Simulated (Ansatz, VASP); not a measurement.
**SiBi2Te5 in VASP and in Ansatz**

```xyz
8
Lattice="2.6284 1.5175 10.2120 -2.6284 1.5175 10.2120 0.0000 -3.0350 10.2120" Properties=species:S:1:pos:R:3 pbc="T T T"
Si    0.0000    0.0000    0.0000
Bi    0.0000    0.0000    2.7610
Bi    0.0000    0.0000   27.8751
Te    0.0000    0.0000   15.3180
Te    0.0000    0.0000   10.8024
Te    0.0000    0.0000   19.8337
Te    0.0000    0.0000    6.6318
Te    0.0000    0.0000   24.0042
```

Change from the starting cell: species swapped into the K5CuSb2 type (R-3m, No. 166).

Alike in both runs: functional PBE; k mesh 3 × 3 × 3; occupations gaussian, width 0.2 eV; no spin polarisation.

Ansatz relaxed the structure, and its values are those at the end. VASP's run is a single point on that final structure, the one shown.

|  | VASP | Ansatz |
| --- | --- | --- |
| version | VASP 6.6.1 | Ansatz 0.2.0 |
| potentials or method | VASP PAW PBE potentials, release 64 (Si, Bi_d, Te), cutoff 520 eV | scalar-relativistic, plane waves, PAW |
| valence electrons in the cell | 64 | 114 |

|  | VASP | Ansatz | Ansatz less VASP |
| --- | --- | --- | --- |
| gap on the k mesh at the Fermi level (eV) | none | none | - |
| pressure (GPa) | -0.2 | -0.1 | +0.05 |
| rms of the force components (eV/Å) | 0.009 | 0.009 | -0.0001 |

A gap of «none» marks a metal or a gap that the smearing closes. With one functional, cell and mesh, what is left measures potentials, basis and numerics. VASP's potentials hold 64 valence electrons a cell and Ansatz's 114, so a difference there can come from the potentials and not from the codes.

The k mesh is coarse, so the values compare programs but aren't converged. Spin-orbit coupling is off throughout.
